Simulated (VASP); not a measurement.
Write the native input for VASP 6.6.1 that does the following.

| Item | Value |
| --- | --- |
| Task | single point |
| Functional | r2SCAN |
| Potentials or basis | VASP PAW PBE potentials, release 64 (V_sv, C, O) |
| Cutoff | 520 eV |
| k mesh | 7 × 7 × 7 |
| Occupations | fermi-dirac, width 0.1 eV |
| Spin | no spin polarisation |
| Dipole correction | no |
| Further INCAR settings | ALGO = Normal; EDIFF = 1e-07; NBANDS = 46 |

The system is VCO3.

```xyz
10
Lattice="2.2980 3.9803 0.0000 -2.2980 3.9803 0.0000 -2.2980 1.3268 5.0739" Properties=species:S:1:pos:R:3 pbc="T T T"
V     0.0000    0.0000    0.0000
V     0.0000    2.6535    2.5369
C    -2.2980    3.9803    3.8054
C     0.0000    5.3071    1.2685
O    -1.1031    3.9803    3.8054
O    -2.8955    5.0152    3.8054
O    -0.5975    6.9257    3.8054
O    -1.1950    5.3071    1.2685
O     0.5975    4.2722    1.2685
O    -1.7005    2.3616    1.2685
```

These files were run (other wordings do the same):

POSCAR

```
VCO3
1.0
    2.2980304800      3.9803043000      0.0000000000
   -2.2980304800      3.9803043000      0.0000000000
   -2.2980304800      1.3267654200      5.0738803600
V C O
2 2 6
Direct
    0.0000000000      0.0000000000      0.0000000000
    0.5000000000      0.0000000000      0.5000000000
    0.2500000000      0.5000000000      0.7500000000
    0.7500000000      0.5000000000      0.2500000000
    0.5100000000      0.2400000000      0.7500000000
    0.2500000000      0.7600000000      0.7500000000
    0.9900000000      0.5000000000      0.7500000000
    0.4900000000      0.7600000000      0.2500000000
    0.7500000000      0.2400000000      0.2500000000
    0.0100000000      0.5000000000      0.2500000000
```

INCAR.step1

```
SYSTEM = VCO3
PREC = Accurate
ENCUT = 520
ISMEAR = -1
SIGMA = 0.1
LREAL = .False.
LASPH = .True.
NELM = 100
NBANDS = 46
GGA = PE
ALGO = Normal
EDIFF = 1E-4
LWAVE = .True.
LCHARG = .False.
```

INCAR.step2

```
SYSTEM = VCO3
PREC = Accurate
ENCUT = 520
EDIFF = 1E-7
ISMEAR = -1
SIGMA = 0.1
LREAL = .False.
LASPH = .True.
NELM = 100
ALGO = Normal
ISIF = 2
LWAVE = .False.
LCHARG = .True.
METAGGA = R2SCAN
LMIXTAU = .True.
LELF = .True.
LVHAR = .True.
NBANDS = 46
ISTART = 1
```

KPOINTS

```
Automatic mesh
0
Gamma
  7 7 7
  0 0 0
```

Potentials or basis: VASP PAW PBE potentials, release 64 (V_sv, C, O).

Run with:

```bash
$ cat potpaw_PBE.64/V_sv/POTCAR potpaw_PBE.64/C/POTCAR potpaw_PBE.64/O/POTCAR > POTCAR
$ cp INCAR.step1 INCAR
$ mpirun -np 1 vasp_std > vasp.out
$ cp INCAR.step2 INCAR
$ mpirun -np 1 vasp_std > vasp.out
```

It gave:

```yaml
Pressure: 32.6 GPa
Largest_force: 9.080 eV/Å
Band_gap_on_the_k_mesh: zero (band 35 reaches 7.79 eV, above the bottom of band 36 at 7.70 eV)
```

Caveat: the PAW data sets were made with another functional, which shifts forces and pressure a little; the run has no spin polarisation, though such a crystal can be magnetic; semilocal functionals often make such compounds metallic where correlation or magnetic order opens a gap, which also shifts bond lengths.

Run time: 8.5 min on 1 thread of Intel(R) Xeon(R) Platinum 8488C (Sapphire Rapids), on a shared host, peak memory 0.34 GiB.
